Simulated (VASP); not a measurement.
Wanted: the native input for a VASP 6.6.1 run.

```
Task                   : relaxation of cell and atoms
Functional             : PBEsol
Potentials or basis    : VASP PAW PBE potentials, release 64 (Hf_pv)
Cutoff                 : 600 eV
k mesh                 : 15 × 15 × 8
Occupations            : gaussian, width 0.1 eV
Spin                   : no spin polarisation
Dipole correction      : no
Further INCAR settings : ALGO = Fast; EDIFF = 1e-07; IBRION = 2; EDIFFG = -0.005; NSW = 100; ISIF = 3
```

The structure of Hf lies in POSCAR:

```
Hf
1.0
    3.1967000000      0.0000000000      0.0000000000
   -1.5983500000      2.7684234083      0.0000000000
    0.0000000000      0.0000000000      5.0578000000
Hf
2
Direct
    0.3333333333      0.6666666667      0.2500000000
    0.6666666667      0.3333333333      0.7500000000
```

These files were run (other wordings do the same):

INCAR

```
PREC = Accurate
ENCUT = 600
EDIFF = 1E-7
ISMEAR = 0
SIGMA = 0.1
LREAL = False
LASPH = True
NELM = 100
ALGO = Fast
ISIF = 3
LWAVE = False
LCHARG = False
GGA = PS
IBRION = 2
NSW = 100
EDIFFG = -0.005
```

KPOINTS

```
regular mesh
0
Gamma
  15 15 8
```

Potentials or basis: VASP PAW PBE potentials, release 64 (Hf_pv).

Command:

```console
$ cat potpaw_PBE.64/Hf_pv/POTCAR > POTCAR
$ mpirun -np 1 vasp_std > vasp.out
```

Results of the run:

```json
{"Relaxed volume": "21.54 Å³/atom", "Relaxed cell": "a = 3.158 Å, b = 3.158 Å, c = 4.988 Å, α = 90.00°, β = 90.00°, γ = 120.00°", "Space group after relaxing (to 0.1 Å)": "P6_3/mmc (No. 194)", "Energy gained by relaxing": "11.2 meV/atom", "Ionic steps": "7", "Pressure after relaxing": "0.0 GPa", "Band gap on the k mesh": "zero (bands 10 and 11 overlap by 1.61 eV)"}
```

Caveat: the PAW data sets were made with another functional, which shifts forces and pressure a little; spin-orbit coupling is left out, which moves the levels of the heavy elements.

Wall time 6.1 min on 1 thread of Intel(R) Xeon(R) Platinum 8375C CPU @ 2.90GHz (Ice Lake), on a shared host, peak memory 0.26 GiB.
